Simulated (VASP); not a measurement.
# GaP (F-43m) in VASP: single point with HSE06

Aim: the single point of GaP with HSE06.

All numbers are computed with VASP 6.6.1; they aren't measurements. Logs are shortened: lines on timing, memory, paths and dates and some standing lists are left out, and cuts for length are marked.

**The experiment to reproduce.**

From “Stacking defects in GaP nanowires: Electronic structure and optical properties”, 2018, arxiv:1810.01194, for a bulk crystal of GaP at 10 K: band gap 2.34 eV (indirect).

How close the calculation comes is told below.

## (1) The cell of the first run

Symmetry: F-43m, No. 216, cubic system. The conventional cell has a = 5.451 Å, b = 5.451 Å, c = 5.451 Å, α = 90.00°, β = 90.00°, γ = 90.00°. Within 3.1 Å of Ga (site symmetry -43m) lie 4 P at 2.36 Å. P (site symmetry -43m) has 4 Ga at 2.36 Å within 3.1 Å.

## (2) Single point, HSE06

File POSCAR:

```
GaP
1.0
    0.0000000000      2.7254101929      2.7254101929
    2.7254101929      0.0000000000      2.7254101929
    2.7254101929      2.7254101929      0.0000000000
Ga P
1 1
Direct
    0.0000000000      0.0000000000      0.0000000000
    0.2500000000      0.2500000000      0.2500000000
```

File INCAR.step1:

```
PREC     = Accurate       # precision mode
ENCUT    = 520            # plane-wave cutoff, eV
EDIFF    = 1E-5           # SCF threshold, eV
ISMEAR   = 0              # smearing method
SIGMA    = 0.01           # smearing width, eV
LREAL    = F              # projectors in reciprocal space
LASPH    = T              # aspherical terms in the spheres
NELM     = 80             # most SCF steps
ALGO     = Normal         # electronic algorithm
ISIF     = 2              # what is computed and relaxed
LWAVE    = T              # write WAVECAR
GGA      = PE             # functional
NBANDS   = 16             # bands
```

File INCAR.step2:

```
PREC     = Accurate       # precision mode
ENCUT    = 520            # plane-wave cutoff, eV
EDIFF    = 1E-7           # SCF threshold, eV
ISMEAR   = 0              # smearing method
SIGMA    = 0.01           # smearing width, eV
LREAL    = F              # projectors in reciprocal space
LASPH    = T              # aspherical terms in the spheres
NELM     = 80             # most SCF steps
ALGO     = Normal         # electronic algorithm
ISIF     = 2              # what is computed and relaxed
LWAVE    = F              # write WAVECAR
LCHARG   = T              # write CHGCAR
GGA      = PE             # functional
LHFCALC  = T              # exact exchange
HFSCREEN = 0.2079         # screening, 1/A
PRECFOCK = Normal       
LELF     = T              # ELF
LVHAR    = T            
ISTART   = 1            
NBANDS   = 16             # bands
```

File KPOINTS:

```
Automatic mesh
0
Gamma
  6 6 6
```

Potentials or basis: VASP PAW PBE potentials, release 64 (Ga_d, P).

The run is started by

```console
cat potpaw_PBE.64/Ga_d/POTCAR potpaw_PBE.64/P/POTCAR > POTCAR
cp INCAR.step1 INCAR
mpirun -np 1 vasp_std > vasp.out
cp INCAR.step2 INCAR
mpirun -np 1 vasp_std > vasp.out
```

OUTCAR:

```text
PREC = Accurate
   ENCUT = 520
   EDIFF = 1E-7
   ISMEAR = 0
   LREAL = F
   LASPH = T
   NELM = 80
   ISIF = 2
   GGA = PE
   LHFCALC = T
   HFSCREEN = 0.2079
   PRECFOCK = Normal
   ISTART = 1

 ion  position               nearest neighbor table
   1  0.000  0.000  0.000-   2 2.36   2 2.36   2 2.36   2 2.36
   2  0.250  0.250  0.250-   1 2.36   1 2.36   1 2.36   1 2.36

  LATTYP: Found a face centered cubic cell.
 ALAT       =     5.4508203858

  Lattice vectors:

 A1 = (   0.0000000000,   2.7254101929,   2.7254101929)
 A2 = (   2.7254101929,   0.0000000000,   2.7254101929)
 A3 = (   2.7254101929,   2.7254101929,   0.0000000000)

Analysis of symmetry for initial positions (statically):
=====================================================================
 Subroutine PRICEL returns:
 Original cell was already a primitive cell.

 Routine SETGRP: Setting up the symmetry group for a
 face centered cubic supercell.

 Subroutine GETGRP returns: Found 24 space group operations
 (whereof 24 operations were pure point group operations)
 out of a pool of 48 trial point group operations.

The static configuration has the point symmetry T_d .

Analysis of symmetry for dynamics (positions and initial velocities):
=====================================================================
 Subroutine PRICEL returns:
 Original cell was already a primitive cell.

 Routine SETGRP: Setting up the symmetry group for a
 face centered cubic supercell.

 Subroutine GETGRP returns: Found 24 space group operations
 (whereof 24 operations were pure point group operations)
 out of a pool of 48 trial point group operations.

The dynamic configuration has the point symmetry T_d .

 Subroutine INISYM returns: Found 24 space group operations
 (whereof 24 operations are pure point group operations),
 and found     1 'primitive' translations

----------------------------------------------------------------------------------------

                                     Primitive cell

  volume of cell :      40.4879

  direct lattice vectors                    reciprocal lattice vectors
     0.000000000  2.725410193  2.725410193    -0.183458623  0.183458623  0.183458623
     2.725410193  0.000000000  2.725410193     0.183458623 -0.183458623  0.183458623
     2.725410193  2.725410193  0.000000000     0.183458623  0.183458623 -0.183458623

  length of vectors
     3.854312058  3.854312058  3.854312058     0.317759655  0.317759655  0.317759655

  position of ions in fractional coordinates (direct lattice)
     0.000000000  0.000000000  0.000000000
     0.250000000  0.250000000  0.250000000

  ion indices of the primitive-cell ions
   primitive index   ion index
                 1           1
                 2           2

----------------------------------------------------------------------------------------

 KPOINTS: Automatic mesh

Automatic generation of k-mesh.
 Grid dimensions read from file:
 generate k-points for:    6    6    6

 Generating k-lattice:

  Cartesian coordinates                     Fractional coordinates (reciprocal lattice)
    -0.030576437  0.030576437  0.030576437     0.166666667  0.000000000  0.000000000
     0.030576437 -0.030576437  0.030576437     0.000000000  0.166666667  0.000000000
     0.030576437  0.030576437 -0.030576437     0.000000000  0.000000000  0.166666667

  Length of vectors
     0.052959943  0.052959943  0.052959943

  Shift w.r.t. Gamma in fractional coordinates (k-lattice)
     0.000000000  0.000000000  0.000000000

 Subroutine IBZKPT returns following result:
 ===========================================

 Found     16 irreducible k-points:

 Following reciprocal coordinates:
            Coordinates               Weight
  0.000000  0.000000  0.000000      1.000000
  0.166667  0.000000  0.000000      8.000000
  0.333333  0.000000  0.000000      8.000000
  0.500000  0.000000  0.000000      4.000000
  0.166667  0.166667  0.000000      6.000000
  0.333333  0.166667  0.000000     24.000000
[... 8 lines left out ...]
 -0.333333  0.333333  0.166667     24.000000
 -0.333333  0.500000  0.166667     12.000000
   k-points           NKPTS =     16   k-points in BZ     NKDIM =    216   number of bands    NBANDS=     16
   number of dos      NEDOS =    301   number of ions     NIONS =      2
   total plane-waves  NPLWV =  27000
   dimension x,y,z NGX =    30 NGY =   30 NGZ =   30
   dimension x,y,z NGXF=    60 NGYF=   60 NGZF=   60
   ions per type =               1   1
   NGX,Y,Z   is equivalent  to a cutoff of  12.94, 12.94, 12.94 a.u.
   NGXF,Y,Z  is equivalent  to a cutoff of  25.88, 25.88, 25.88 a.u.
 SYSTEM =  unknown system
   PREC   = accura    normal or accurate (medium, high low for compatibility)
   ISTART =      1    job   : 0-new  1-cont  2-samecut
   ICHARG =      0    charge: 1-file 2-atom 10-const
   ISPIN  =      1    spin polarized calculation?
   LNONCOLLINEAR =      F non collinear calculations
   LSORBIT =      F    spin-orbit coupling
   LASPH  =      T    aspherical Exc in radial PAW
   ENCUT  =  520.0 eV  38.22 Ry    6.18 a.u.   7.17  7.17  7.17*2*pi/ulx,y,z
   NELM   =     80;   NELMIN=  2; NELMDL=  0     # of ELM steps
   EDIFF  = 0.1E-06   stopping-criterion for ELM
   LREAL  =      F    real-space projection
   EDIFFG = 0.1E-05   stopping-criterion for IOM
   NSW    =      0    number of steps for IOM
   IBRION =     -1    ionic relax: 0-MD 1-quasi-New 2-CG
   NFREE  =      0    steps in history (QN), initial steepest desc. (CG)
   ISIF   =      2    stress and relaxation
   ISYM   =      3    0-nonsym 1-usesym 2-fastsym
   POTIM  = 0.5000    time-step for ionic-motion
   TEBEG  =    0.0;   TEEND  =   0.0 temperature during run
   PSTRESS=    0.0 pullay stress
   NELECT =      18.0000    total number of electrons
   NUPDOWN=      -1.0000    fix difference up-down
   EMIN   =  10.00;   EMAX   =-10.00  energy-range for DOS
   EFERMI =   0.00;   METHOD = LEGACY
   ISMEAR =     0;   SIGMA  =   0.01  broadening in eV -4-tet -1-fermi 0-gaus
   EFERMI_NEDOS =   21; number of points for ismear=-14 and -15
   IALGO  =     38    algorithm
   IMIX   =      1    mixing-type and parameters
     AMIX     =   0.40;   BMIX     =  1.00
     AMIX_MAG =   1.60;   BMIX_MAG =  1.00
  volume/ion in A,a.u.               =      20.24       136.61
  Fermi-wavevector in a.u.,A,eV,Ry     =   1.249464  2.361145 21.240880  1.561161
  Thomas-Fermi vector in A             =   2.383503
   LORBIT       =      0    0 simple, 1 ext, 2 COOP (PROOUT), +10 PAW based schemes
   GGA     = PE    functional components
   LHFCALC =     T    Hartree Fock is set to
   PRECFOCK=normal    Normal, Fast or Accurate (Low or Medium for compatibility)
   ENCUT4O =  -1.0   cutoff for four orbital integrals eV
   NKREDX  =     1    reduce k-point grid by
   NKREDY  =     1    reduce k-point grid by
   NKREDZ  =     1    reduce k-point grid by
   AEXX    =    0.2500 exact exchange contribution
   HFSCREEN=    0.2079 screening length (either q_TF or 0.3 A-1)
   HFSCREENC=   0.2079 screening length for correlation (either q_TF or 0.3 A-1)
   ENCUTFOCK=  -1.0 apply spherical cutoff to Coloumb kernel
   IVDW    =     0    specifies the selected vdW correction
   LEPSILON=     F    determine dielectric tensor
   LRPA    =     F    only Hartree local field effects (RPA)
 non-spin polarized calculation
 Gauss-broadening in eV      SIGMA  =   0.01
  energy-cutoff  :      520.00
  volume of cell :       40.49
 maximum number of plane-waves:      1113
 NGX is ok and might be reduce to    30
  NGX = 24; NGY = 24; NGZ = 24

 number of electron      17.9999989 magnetization

 Free energy of the ion-electron system (eV)
  ---------------------------------------------------
  ext. energy  EPLUGINS =         0.00000000
  ---------------------------------------------------
  free energy    TOTEN  =       -10.78003173 eV

  energy without entropy =      -10.78003173  energy(sigma->0) =      -10.78003173

 E-fermi :   4.3279     XC(G=0):  -8.1557

 val. band max:        4.2137592448   @ k =   0.0000   0.0000   0.0000
 cond. band min:       6.5066521260   @ k =   0.5000   0.5000   0.0000
 fundamental gap:      2.2928928812
 Fermi energy:         4.3278648827

 k-point     1 :       0.0000    0.0000    0.0000
  band No.  band energies     occupation
      1     -12.8404      2.00000
      2     -12.8404      2.00000
      3     -12.8404      2.00000
      4     -12.7394      2.00000
      5     -12.7394      2.00000
      6      -9.5651      2.00000
[... 8 lines left out ...]
     15      15.1160      0.00000
     16      15.1160      0.00000

 k-point     2 :       0.1667    0.0000    0.0000
  band No.  band energies     occupation
      1     -12.8553      2.00000
      2     -12.8332      2.00000
      3     -12.8332      2.00000
      4     -12.7394      2.00000
      5     -12.7394      2.00000
      6      -9.1835      2.00000
[... 8 lines left out ...]
     15      14.2142      0.00000
     16      15.3617      0.00000

 k-point     3 :       0.3333    0.0000    0.0000
  band No.  band energies     occupation
      1     -12.8838      2.00000
      2     -12.8212      2.00000
      3     -12.8212      2.00000
      4     -12.7368      2.00000
      5     -12.7368      2.00000
      6      -8.1607      2.00000
[... 8 lines left out ...]
     15      14.9742      0.00000
     16      14.9742      0.00000

 k-point     4 :       0.5000    0.0000    0.0000
  band No.  band energies     occupation
      1     -12.8976      2.00000
      2     -12.8168      2.00000
      3     -12.8168      2.00000
      4     -12.7339      2.00000
      5     -12.7339      2.00000
      6      -7.3384      2.00000
[... 8 lines left out ...]
     15      17.2102      0.00000
     16      17.2102      0.00000
[... 172 lines left out ...]
 k-point    14 :       0.5000    0.3333    0.1667
  band No.  band energies     occupation
      1     -12.9046      2.00000
      2     -12.8084      2.00000
      3     -12.7984      2.00000
      4     -12.7520      2.00000
      5     -12.7301      2.00000
      6      -7.3167      2.00000
[... 8 lines left out ...]
     15      17.3442      0.00000
     16      18.9123      0.00000

 k-point    15 :      -0.3333    0.3333    0.1667
  band No.  band energies     occupation
      1     -12.9089      2.00000
      2     -12.8084      2.00000
      3     -12.7920      2.00000
      4     -12.7495      2.00000
      5     -12.7329      2.00000
      6      -6.6172      2.00000
[... 8 lines left out ...]
     15      18.0279      0.00000
     16      18.3442      0.00000

 k-point    16 :      -0.3333    0.5000    0.1667
  band No.  band energies     occupation
      1     -12.9195      2.00000
      2     -12.7985      2.00000
      3     -12.7838      2.00000
      4     -12.7588      2.00000
      5     -12.7279      2.00000
      6      -6.2924      2.00000
[... 8 lines left out ...]
     15      17.5062      0.00000
     16      19.2679      0.00000

------------------------ aborting loop because EDIFF is reached ----------------------------------------

  FORCE on cell =-STRESS in cart. coord.  units (eV):
  Direction    XX          YY          ZZ          XY          YZ          ZX
  --------------------------------------------------------------------------------------
  -------------------------------------------------------------------------------------
  Total        0.1331674      0.1331674      0.1331674      0.0000000      0.0000000     -0.0000000
  in kB        5.2696641      5.2696641      5.2696641      0.0000000      0.0000000     -0.0000000
  external PRESSURE =       5.2696641 kB  Pullay stress =       0.0000000 kB

 VOLUME and BASIS-vectors are now :
 -----------------------------------------------------------------------------
  energy-cutoff  :      520.00
  volume of cell :       40.49
      direct lattice vectors                 reciprocal lattice vectors
     0.000000000  2.725410193  2.725410193    -0.183458623  0.183458623  0.183458623
     2.725410193  0.000000000  2.725410193     0.183458623 -0.183458623  0.183458623
     2.725410193  2.725410193  0.000000000     0.183458623  0.183458623 -0.183458623

 POSITION                                       TOTAL-FORCE (eV/Angst)
 -----------------------------------------------------------------------------------
      0.00000      0.00000      0.00000        -0.000000     -0.000000     -0.000000
      1.36271      1.36271      1.36271         0.000000      0.000000      0.000000
 -----------------------------------------------------------------------------------
    total drift:                               -0.000004     -0.000010     -0.000005

  FREE ENERGIE OF THE ION-ELECTRON SYSTEM (eV)
  ---------------------------------------------------
  free  energy   TOTEN  =       -10.7800317293 eV

  energy  without entropy=      -10.7800317293  energy(sigma->0) =      -10.78003173
```

Run time: 58 min. Hardware: 1 thread of Intel Xeon Platinum 8259CL at 2.50GHz (Skylake/Cascade Lake), shared host; peak memory 0.29 GiB.

Results:

* Free energy: -10.7800 eV
* Pressure: 0.5 GPa
* Band gap on the k mesh: 2.29 eV (least direct gap 2.79 eV)

Levels at points of the mesh, in eV from the valence-band top:
```tsv
k point	band 5	band 6	band 7	band 8	band 9	band 10	band 11	band 12	band 13	band 14
(0.00, 0.00, 0.00)	-16.95	-13.78	0.00	0.00	0.00	2.79	4.77	4.77	4.77	9.86
(0.50, 0.00, 0.00)	-16.95	-11.55	-7.23	-1.21	-1.21	2.51	5.62	5.62	9.26	12.15
(0.50, 0.50, 0.00)	-16.93	-10.58	-7.33	-2.92	-2.92	2.29	2.56	12.06	12.06	12.57
```

Caveat: the PAW data sets were made with another functional, which shifts forces and pressure a little.

## (3) Against experiment

Step 2. Against the measured gap of GaP, 2.34 eV (indirect; 10 K; quoted in “Stacking defects in GaP nanowires: Electronic structure and optical properties”, 2018, arxiv:1810.01194), the calculated 2.29 eV is off by -0.05 eV. Spin-orbit coupling on Ga is left out. The value is that of HSE06 on a finite k mesh, which can miss the band edges, without temperature or zero-point motion.
